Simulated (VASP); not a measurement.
# Se (Pm-3m) in VASP: further runs

Se is run at these levels: PBEsol; tasks: single point.

Everything below comes from runs of VASP 6.6.1. Logs are shortened: lines on timing, memory, paths and dates and some standing lists are left out, and cuts for length are marked.

### Step 1. The cell of the first run

The structure is cubic, space group Pm-3m (No. 221). Conventional cell: a = 2.821 Å, b = 2.821 Å, c = 2.821 Å, α = 90.00°, β = 90.00°, γ = 90.00°. Se (site symmetry m-3m) has 6 Se at 2.82 Å within 3.7 Å.

This isn't the form of Se at room conditions, which is trigonal, of chains.

### Step 2. Single point, PBEsol (strained)

File INCAR:

```
ALGO     = Normal         # electronic algorithm
EDIFF    = 1E-6           # SCF threshold, eV
ENCUT    = 520            # plane-wave cutoff, eV
GGA      = PS             # functional
ISIF     = 2              # what is computed and relaxed
ISMEAR   = 0              # smearing method
LASPH    = T              # aspherical terms in the spheres
LCHARG   = T              # write CHGCAR
LELF     = T              # ELF
LREAL    = F              # projectors in reciprocal space
LVHAR    = T            
LWAVE    = F              # write WAVECAR
NBANDS   = 9              # bands
NELM     = 100            # most SCF steps
PREC     = Accurate       # precision mode
SIGMA    = 0.1            # smearing width, eV
```

File KPOINTS:

```
k-points
0
Gamma
  14 14 14
```

File POSCAR:

```
Se
1.0
    2.8207934694      0.0000000000      0.0000000000
    0.0000000000      2.8207934694      0.0000000000
    0.0000000000      0.0000000000      2.8207934694
Se
1
Direct
    0.0000000000      0.0000000000      0.0000000000
```

Potentials or basis: VASP PAW PBE potentials, release 64 (Se).

Started as:

```console
cat potpaw_PBE.64/Se/POTCAR > POTCAR
mpirun -np 1 vasp_std > vasp.out
```

OUTCAR:

```text
EDIFF = 1E-6
   ENCUT = 520
   GGA = PS
   ISIF = 2
   ISMEAR = 0
   LASPH = T
   LREAL = F
   NELM = 100
   PREC = Accurate

 ion  position               nearest neighbor table
   1  0.000  0.000  0.000-

  LATTYP: Found a simple cubic cell.
 ALAT       =     2.8207934694

  Lattice vectors:

 A1 = (   2.8207934694,   0.0000000000,   0.0000000000)
 A2 = (   0.0000000000,   2.8207934694,   0.0000000000)
 A3 = (   0.0000000000,   0.0000000000,   2.8207934694)

Analysis of symmetry for initial positions (statically):
=====================================================================
 Subroutine PRICEL returns:
 Original cell was already a primitive cell.

 Routine SETGRP: Setting up the symmetry group for a
 simple cubic supercell.

 Subroutine GETGRP returns: Found 48 space group operations
 (whereof 48 operations were pure point group operations)
 out of a pool of 48 trial point group operations.

The static configuration has the point symmetry O_h .

Analysis of symmetry for dynamics (positions and initial velocities):
=====================================================================
 Subroutine PRICEL returns:
 Original cell was already a primitive cell.

 Routine SETGRP: Setting up the symmetry group for a
 simple cubic supercell.

 Subroutine GETGRP returns: Found 48 space group operations
 (whereof 48 operations were pure point group operations)
 out of a pool of 48 trial point group operations.

The dynamic configuration has the point symmetry O_h .

 Subroutine INISYM returns: Found 48 space group operations
 (whereof 48 operations are pure point group operations),
 and found     1 'primitive' translations

----------------------------------------------------------------------------------------

                                     Primitive cell

  volume of cell :      22.4447

  direct lattice vectors                    reciprocal lattice vectors
     2.820793469  0.000000000  0.000000000     0.354510180  0.000000000  0.000000000
     0.000000000  2.820793469  0.000000000     0.000000000  0.354510180  0.000000000
     0.000000000  0.000000000  2.820793469     0.000000000  0.000000000  0.354510180

  length of vectors
     2.820793469  2.820793469  2.820793469     0.354510180  0.354510180  0.354510180

  position of ions in fractional coordinates (direct lattice)
     0.000000000  0.000000000  0.000000000

  ion indices of the primitive-cell ions
   primitive index   ion index
                 1           1

----------------------------------------------------------------------------------------

 KPOINTS: k-points

Automatic generation of k-mesh.
 Grid dimensions read from file:
 generate k-points for:   14   14   14

 Generating k-lattice:

  Cartesian coordinates                     Fractional coordinates (reciprocal lattice)
     0.025322156  0.000000000  0.000000000     0.071428571  0.000000000  0.000000000
     0.000000000  0.025322156  0.000000000     0.000000000  0.071428571  0.000000000
     0.000000000  0.000000000  0.025322156     0.000000000  0.000000000  0.071428571

  Length of vectors
     0.025322156  0.025322156  0.025322156

  Shift w.r.t. Gamma in fractional coordinates (k-lattice)
     0.000000000  0.000000000  0.000000000

 Subroutine IBZKPT returns following result:
 ===========================================

 Found    120 irreducible k-points:

 Following reciprocal coordinates:
            Coordinates               Weight
  0.000000  0.000000  0.000000      1.000000
  0.071429  0.000000  0.000000      6.000000
  0.142857  0.000000  0.000000      6.000000
  0.214286  0.000000  0.000000      6.000000
  0.285714  0.000000  0.000000      6.000000
  0.357143  0.000000  0.000000      6.000000
[... 16 lines left out ...]
  0.285714  0.214286  0.000000     24.000000
  0.357143  0.214286  0.000000     24.000000
 [... further k-points ...]
   k-points           NKPTS =    120   k-points in BZ     NKDIM =    120   number of bands    NBANDS=      9
   number of dos      NEDOS =    301   number of ions     NIONS =      1
   total plane-waves  NPLWV =  13824
   dimension x,y,z NGX =    24 NGY =   24 NGZ =   24
   dimension x,y,z NGXF=    48 NGYF=   48 NGZF=   48
   ions per type =               1
   NGX,Y,Z   is equivalent  to a cutoff of  14.14, 14.14, 14.14 a.u.
   NGXF,Y,Z  is equivalent  to a cutoff of  28.29, 28.29, 28.29 a.u.
 SYSTEM =  unknown system
   PREC   = accura    normal or accurate (medium, high low for compatibility)
   ISTART =      0    job   : 0-new  1-cont  2-samecut
   ICHARG =      2    charge: 1-file 2-atom 10-const
   ISPIN  =      1    spin polarized calculation?
   LNONCOLLINEAR =      F non collinear calculations
   LSORBIT =      F    spin-orbit coupling
   LASPH  =      T    aspherical Exc in radial PAW
   ENCUT  =  520.0 eV  38.22 Ry    6.18 a.u.   5.24  5.24  5.24*2*pi/ulx,y,z
   NELM   =    100;   NELMIN=  2; NELMDL= -5     # of ELM steps
   EDIFF  = 0.1E-05   stopping-criterion for ELM
   LREAL  =      F    real-space projection
   EDIFFG = 0.1E-04   stopping-criterion for IOM
   NSW    =      0    number of steps for IOM
   IBRION =     -1    ionic relax: 0-MD 1-quasi-New 2-CG
   NFREE  =      0    steps in history (QN), initial steepest desc. (CG)
   ISIF   =      2    stress and relaxation
   ISYM   =      2    0-nonsym 1-usesym 2-fastsym
   POTIM  = 0.5000    time-step for ionic-motion
   TEBEG  =    0.0;   TEEND  =   0.0 temperature during run
   PSTRESS=    0.0 pullay stress
   NELECT =       6.0000    total number of electrons
   NUPDOWN=      -1.0000    fix difference up-down
   EMIN   =  10.00;   EMAX   =-10.00  energy-range for DOS
   EFERMI =   0.00;   METHOD = LEGACY
   ISMEAR =     0;   SIGMA  =   0.10  broadening in eV -4-tet -1-fermi 0-gaus
   EFERMI_NEDOS =   21; number of points for ismear=-14 and -15
   IALGO  =     38    algorithm
   IMIX   =      4    mixing-type and parameters
     AMIX     =   0.40;   BMIX     =  1.00
     AMIX_MAG =   1.60;   BMIX_MAG =  1.00
  volume/ion in A,a.u.               =      22.44       151.46
  Fermi-wavevector in a.u.,A,eV,Ry     =   1.054599  1.992903 15.132110  1.112179
  Thomas-Fermi vector in A             =   2.189765
   LORBIT       =      0    0 simple, 1 ext, 2 COOP (PROOUT), +10 PAW based schemes
   GGA     = PS    functional components
   LHFCALC =     F    Hartree Fock is set to
   AEXX    =    0.0000 exact exchange contribution
   IVDW    =     0    specifies the selected vdW correction
   LEPSILON=     F    determine dielectric tensor
   LRPA    =     F    only Hartree local field effects (RPA)
 non-spin polarized calculation
 Gauss-broadening in eV      SIGMA  =   0.10
  energy-cutoff  :      520.00
  volume of cell :       22.44
 maximum number of plane-waves:       624
 NGX is ok and might be reduce to    24
   NGX = 11   NGY = 11   NGZ = 11

 number of electron       5.9999999 magnetization

 Free energy of the ion-electron system (eV)
  ---------------------------------------------------
  ext. energy  EPLUGINS =         0.00000000
  ---------------------------------------------------
  free energy    TOTEN  =        -3.75662990 eV

  energy without entropy =       -3.75436155  energy(sigma->0) =       -3.75549572

 E-fermi :   4.6383     XC(G=0): -10.1146

 val. band max:        4.6025351441   @ k =   0.2857   0.1429   0.0714
 cond. band min:       4.7147237876   @ k =   0.2143   0.2143   0.1429
 fundamental gap:      0.1121886435
 Fermi energy:         4.6382890717

 k-point     1 :       0.0000    0.0000    0.0000
  band No.  band energies     occupation
      1     -11.4533      2.00000
      2       6.0588      0.00000
      3       6.0588      0.00000
      4       6.0588      0.00000
      5      12.3458      0.00000
      6      12.3813      0.00000
      7      12.3813      0.00000
      8      26.9342      0.00000
      9      26.9342      0.00000

 k-point     2 :       0.0714    0.0000    0.0000
  band No.  band energies     occupation
      1     -11.3800      2.00000
      2       5.2540      0.00000
      3       6.1166      0.00000
      4       6.1166      0.00000
      5      12.4440      0.00000
      6      12.4557      0.00000
      7      13.3283      0.00000
      8      25.5283      0.00000
      9      25.5283      0.00000

 k-point     3 :       0.1429    0.0000    0.0000
  band No.  band energies     occupation
      1     -11.1645      2.00000
      2       3.6080      2.00000
      3       6.2843      0.00000
      4       6.2843      0.00000
      5      12.6751      0.00000
      6      12.7061      0.00000
      7      15.4019      0.00000
      8      23.6307      0.00000
      9      23.6307      0.00000

 k-point     4 :       0.2143    0.0000    0.0000
  band No.  band energies     occupation
      1     -10.8213      2.00000
      2       1.8460      2.00000
      3       6.5427      0.00000
      4       6.5427      0.00000
      5      13.0267      0.00000
      6      13.1414      0.00000
      7      17.6950      0.00000
      8      21.8742      0.00000
      9      21.8742      0.00000

 k-point     5 :       0.2857    0.0000    0.0000
  band No.  band energies     occupation
      1     -10.3819      2.00000
      2       0.2239      2.00000
      3       6.8563      0.00000
      4       6.8563      0.00000
      5      13.4822      0.00000
      6      13.7469      0.00000
      7      19.1949      0.00000
      8      20.3690      0.00000
      9      20.3690      0.00000

 k-point     6 :       0.3571    0.0000    0.0000
  band No.  band energies     occupation
      1      -9.9085      2.00000
      2      -1.1216      2.00000
      3       7.1693      0.00000
      4       7.1693      0.00000
      5      13.9819      0.00000
      6      14.5149      0.00000
      7      18.8956      0.00000
      8      19.1952      0.00000
      9      19.1952      0.00000
[... 169 lines left out ...]
 k-point    21 :       0.5000    0.1429    0.0000
  band No.  band energies     occupation
      1      -9.0682      2.00000
      2      -2.1053      2.00000
      3       5.3499      0.00000
      4       7.7064      0.00000
      5      13.5619      0.00000
      6      15.5156      0.00000
      7      18.3260      0.00000
      8      18.4700      0.00000
      9      19.1430      0.00000

 k-point    22 :       0.2143    0.2143    0.0000
  band No.  band energies     occupation
      1     -10.1909      2.00000
      2       2.4018      2.00000
      3       2.4538      2.00000
      4       7.0165      0.00000
      5      13.6745      0.00000
      6      15.4886      0.00000
      7      18.7964      0.00000
      8      19.6897      0.00000
      9      22.0077      0.00000

 k-point    23 :       0.2857    0.2143    0.0000
  band No.  band energies     occupation
      1      -9.7527      2.00000
      2       0.8195      2.00000
      3       2.8219      2.00000
      4       7.3223      0.00000
      5      13.5970      0.00000
      6      14.8381      0.00000
      7      19.5260      0.00000
      8      20.9166      0.00000
      9      21.0468      0.00000

 k-point    24 :       0.3571    0.2143    0.0000
  band No.  band energies     occupation
      1      -9.2806      2.00000
      2      -0.5172      2.00000
      3       3.2331      2.00000
      4       7.6265      0.00000
      5      12.7014      0.00000
      6      15.1865      0.00000
      7      19.8125      0.00000
      8      19.8844      0.00000
      9      21.0390      0.00000

 [... further k-points ...]
[... 5 lines left out ...]
  --------------------------------------------------------------------------------------
  -------------------------------------------------------------------------------------
  Total       -0.3895145     -0.3895145     -0.3895145     -0.0000000      0.0000000      0.0000000
  in kB      -27.8048399    -27.8048399    -27.8048399     -0.0000000      0.0000000      0.0000000
  external PRESSURE =     -27.8048399 kB  Pullay stress =       0.0000000 kB

 VOLUME and BASIS-vectors are now :
 -----------------------------------------------------------------------------
  energy-cutoff  :      520.00
  volume of cell :       22.44
      direct lattice vectors                 reciprocal lattice vectors
     2.820793469  0.000000000  0.000000000     0.354510180  0.000000000  0.000000000
     0.000000000  2.820793469  0.000000000     0.000000000  0.354510180  0.000000000
     0.000000000  0.000000000  2.820793469     0.000000000  0.000000000  0.354510180

 POSITION                                       TOTAL-FORCE (eV/Angst)
 -----------------------------------------------------------------------------------
      0.00000      0.00000      0.00000         0.000000      0.000000      0.000000
 -----------------------------------------------------------------------------------
    total drift:                               -0.000000      0.000000      0.000000

  FREE ENERGIE OF THE ION-ELECTRON SYSTEM (eV)
  ---------------------------------------------------
  free  energy   TOTEN  =        -3.7566298981 eV

  energy  without entropy=       -3.7543615473  energy(sigma->0) =       -3.75549572
```

It took 9.5 s on 1 thread of Intel Xeon Platinum 8488C (Sapphire Rapids), shared host; peak memory 0.15 GiB.

What came out:

| Item | Value |
| --- | --- |
| Free energy | -3.7566 eV |
| Pressure | -2.8 GPa |
| Band gap on the k mesh | zero (bands 3 and 4 overlap by 6.18 eV) |

Levels at points of the mesh, in eV from the Fermi level:
```tsv
k point	band 1	band 2	band 3	band 4	band 5	band 6
(0.00, 0.00, 0.00)	-16.09	1.42	1.42	1.42	7.71	7.74
(0.50, 0.00, 0.00)	-13.99	-7.02	2.86	2.86	9.95	11.51
(0.50, 0.50, 0.00)	-11.91	-5.05	-5.05	2.79	4.16	13.43
(0.50, 0.50, 0.50)	-9.79	-3.32	-3.32	-3.32	5.76	5.76
```

Caveat: the cell differs from its parent crystal (strained); the PAW data sets were made with another functional, which shifts forces and pressure a little.

### Step 3. Single point, PBEsol (strained)

File INCAR:

```
SYSTEM = Se
PREC = Accurate
ENCUT = 520
EDIFF = 1E-6
ISMEAR = 0
SIGMA = 0.1
LREAL = .False.
LASPH = .True.
NELM = 80
ALGO = Normal
ISIF = 2
LWAVE = .False.
LCHARG = .False.
GGA = PS
NBANDS = 9
```

File KPOINTS:

```
regular mesh
0
Gamma
  14 14 14
  0 0 0
```

File POSCAR:

```
Se
1.0
    2.8216366383      0.0000000000      0.0000000000
    0.0000000000      2.8216366383      0.0000000000
    0.0000000000      0.0000000000      2.8216366383
Se
1
Direct
    0.0000000000      0.0000000000      0.0000000000
```

Potentials or basis: VASP PAW PBE potentials, release 64 (Se).

Started as:

```console
cat potpaw_PBE.64/Se/POTCAR > POTCAR
mpirun -np 1 vasp_std > vasp.out
```

OUTCAR:

```text
SYSTEM = Se
   PREC = Accurate
   ENCUT = 520
   EDIFF = 1E-6
   ISMEAR = 0
   LREAL = .False.
   LASPH = .True.
   NELM = 80
   ISIF = 2
   GGA = PS

 ion  position               nearest neighbor table
   1  0.000  0.000  0.000-

  LATTYP: Found a simple cubic cell.
 ALAT       =     2.8216366383

  Lattice vectors:

 A1 = (   2.8216366383,   0.0000000000,   0.0000000000)
 A2 = (   0.0000000000,   2.8216366383,   0.0000000000)
 A3 = (   0.0000000000,   0.0000000000,   2.8216366383)

Analysis of symmetry for initial positions (statically):
[... 459 lines left out ...]
      3       3.2238      2.00000
      4       7.6119      0.00000
      5      12.6909      0.00000
      6      15.1731      0.00000
      7      19.7981      0.00000
      8      19.8669      0.00000
      9      21.0217      0.00000

 [... further k-points ...]
[... 5 lines left out ...]
  --------------------------------------------------------------------------------------
  -------------------------------------------------------------------------------------
  Total       -0.3985650     -0.3985650     -0.3985650      0.0000000      0.0000000     -0.0000000
  in kB      -28.4253952    -28.4253952    -28.4253952      0.0000000      0.0000000     -0.0000000
  external PRESSURE =     -28.4253952 kB  Pullay stress =       0.0000000 kB

 VOLUME and BASIS-vectors are now :
 -----------------------------------------------------------------------------
  energy-cutoff  :      520.00
  volume of cell :       22.46
      direct lattice vectors                 reciprocal lattice vectors
     2.821636638  0.000000000  0.000000000     0.354404244  0.000000000  0.000000000
     0.000000000  2.821636638  0.000000000     0.000000000  0.354404244  0.000000000
     0.000000000  0.000000000  2.821636638     0.000000000  0.000000000  0.354404244

 POSITION                                       TOTAL-FORCE (eV/Angst)
 -----------------------------------------------------------------------------------
      0.00000      0.00000      0.00000         0.000000      0.000000      0.000000
 -----------------------------------------------------------------------------------
    total drift:                               -0.000000      0.000000      0.000000

  FREE ENERGIE OF THE ION-ELECTRON SYSTEM (eV)
  ---------------------------------------------------
  free  energy   TOTEN  =        -3.7562765494 eV

  energy  without entropy=       -3.7540119798  energy(sigma->0) =       -3.75514426
```

OSZICAR:

```text
N       E                     dE             d eps       ncg     rms          rms(c)
DAV:   1     0.940531935092E+01    0.94053E+01   -0.28664E+03  2160   0.572E+02
DAV:   2    -0.344607438118E+01   -0.12851E+02   -0.12270E+02  2829   0.776E+01
DAV:   3    -0.375461507113E+01   -0.30854E+00   -0.30732E+00  2600   0.110E+01
DAV:   4    -0.375526991066E+01   -0.65484E-03   -0.65481E-03  3016   0.573E-01
DAV:   5    -0.375527036479E+01   -0.45414E-06   -0.45458E-06  2627   0.127E-02    0.377E+00
DAV:   6    -0.375573794978E+01   -0.46758E-03   -0.10253E-03  2487   0.188E-01    0.225E+00
DAV:   7    -0.375627874661E+01   -0.54080E-03   -0.18666E-03  2300   0.260E-01    0.494E-02
DAV:   8    -0.375627516298E+01    0.35836E-05   -0.85592E-05  2418   0.517E-02    0.704E-03
DAV:   9    -0.375627631097E+01   -0.11480E-05   -0.17041E-06  2710   0.853E-03    0.402E-03
DAV:  10    -0.375627654940E+01   -0.23843E-06   -0.80973E-07  2266   0.475E-03
   1 F= -.37562765E+01 E0= -.37551443E+01  d E =-.226457E-02
```

stdout:

```text
POSCAR found type information on POSCAR Se
 POSCAR found :  1 types and       1 ions
 scaLAPACK will be used
 -----------------------------------------------------------------------------
|                                                                             |
|                                                                             |
|     You enforced a specific xc type in the INCAR file but a different       |
|     I HOPE YOU KNOW WHAT YOU ARE DOING!                                     |
|                                                                             |
 -----------------------------------------------------------------------------

 LDA part: xc-table for (Slater+PW92), standard interpolation
 POSCAR, INCAR and KPOINTS ok, starting setup
 FFT: planning ... GRIDC
 FFT: planning ... GRID_SOFT
 FFT: planning ... GRID
 WAVECAR not read
 entering main loop
```

It took 8.6 s on 1 thread of Intel Xeon Platinum 8488C (Sapphire Rapids), shared host; peak memory 0.15 GiB.

What came out:

```
Free energy            : -3.7563 eV
Pressure               : -2.8 GPa
Band gap on the k mesh : zero (bands 3 and 4 overlap by 6.17 eV)
```

Levels at points of the mesh, in eV from the Fermi level:
| k point | band 1 | band 2 | band 3 | band 4 | band 5 | band 6 | band 7 | band 8 |
| --- | --- | --- | --- | --- | --- | --- | --- | --- |
| (0.00, 0.00, 0.00) | -16.08 | 1.42 | 1.42 | 1.42 | 7.70 | 7.74 | 7.74 | 22.29 |
| (0.50, 0.00, 0.00) | -13.99 | -7.02 | 2.86 | 2.86 | 9.95 | 11.50 | 12.38 | 13.53 |
| (0.50, 0.50, 0.00) | -11.91 | -5.05 | -5.05 | 2.79 | 4.15 | 13.43 | 15.77 | 15.77 |
| (0.50, 0.50, 0.50) | -9.79 | -3.32 | -3.32 | -3.32 | 5.76 | 5.76 | 5.76 | 9.71 |

Caveat: the cell differs from its parent crystal (strained); the PAW data sets were made with another functional, which shifts forces and pressure a little.
